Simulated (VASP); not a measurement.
W:

```
W
1.0
    -2.46568    2.46568    1.34507
     2.46568   -2.46568    1.34507
     2.46568    2.46568   -1.34507
W
2
Direct
  0.00000 0.00000 0.00000
  0.75000 0.25000 0.50000
```

* Program: VASP 6.6.1
* Task: relaxation of cell and atoms
* Functional: PBE
* Potentials or basis: VASP PAW PBE potentials, release 64 (W_sv)
* Cutoff: 600 eV
* k mesh: 8 × 8 × 8
* Occupations: gaussian, width 0.1 eV
* Spin: no spin polarisation

At the start: pressure 21.3 GPa; volume 16.35 Å³/atom.

Problem. How do energy, volume and symmetry change on relaxing?

Solution. Over 10 steps the energy falls by 93.7 meV/atom and the volume is 17.68 Å³/atom (+8.1 %); space group I4_1/amd (No. 141, to 0.1 Å) before and after.

The path:
```csv
step,energy change (eV),largest force (eV/Å),pressure (GPa),volume (Å³)
1,0.0000,0.0000,21.30,32.71
2,0.8768,0.0000,-32.28,44.09
3,-0.1771,0.0000,-2.21,35.70
4,-0.1784,0.0000,-0.63,35.46
5,-0.1784,0.0000,-0.25,35.40
6,-0.1872,0.0000,0.50,35.30
7,-0.1874,0.0000,0.38,35.31
8,-0.1874,0.0000,0.39,35.31
9,-0.1872,0.0000,-0.76,35.49
10,-0.1875,0.0000,0.01,35.37
```

Final structure:
```
CELL_PARAMETERS angstrom
-2.55963 2.55963 1.34950
2.55963 -2.55963 1.34950
2.55963 2.55963 -1.34950
ATOMIC_POSITIONS crystal
W 0.00000 0.00000 0.00000
W 0.75000 0.25000 0.50000
```
